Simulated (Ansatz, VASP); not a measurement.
**One calculation of Ti5C, two programs**

```
Ti C
1.0
     5.43852    0.00000    0.00000
    -2.71926    4.70990    0.00000
     0.00000    0.00000    3.51192
Ti C
5 1
Direct
  0.00000 0.27617 0.00000
  0.72383 0.72383 0.00000
  0.27617 0.00000 0.00000
  0.66667 0.33333 0.50000
  0.33333 0.66667 0.50000
  0.00000 0.00000 0.50000
```

Change from the starting cell: species swapped into the Mg5Sn type (P-62m, No. 189).

Alike in both runs: task relaxation of cell and atoms; functional PBE; k mesh 6 × 6 × 6; occupations gaussian, width 0.1 eV; no spin polarisation.

|  | VASP | Ansatz |
| --- | --- | --- |
| version | VASP 6.6.1 | Ansatz 0.2.0 |
| potentials or method | VASP PAW PBE potentials, release 64 (Ti_sv, C), cutoff 600 eV | scalar-relativistic, plane waves, PAW |
| valence electrons in the cell | 64 | 64 |

|  | VASP | Ansatz | Ansatz less VASP |
| --- | --- | --- | --- |
| gap on the k mesh at the Fermi level, each at its own relaxed structure (eV) | none | none | - |
| relaxed volume (Å³/atom) | 15.02 | 15.02 | -0.004 |
| relaxed length of the cell vector where the two differ most in proportion (Å) | 3.521 | 3.525 | +0.0041 |

A gap of «none» marks a metal or a gap that the smearing closes.
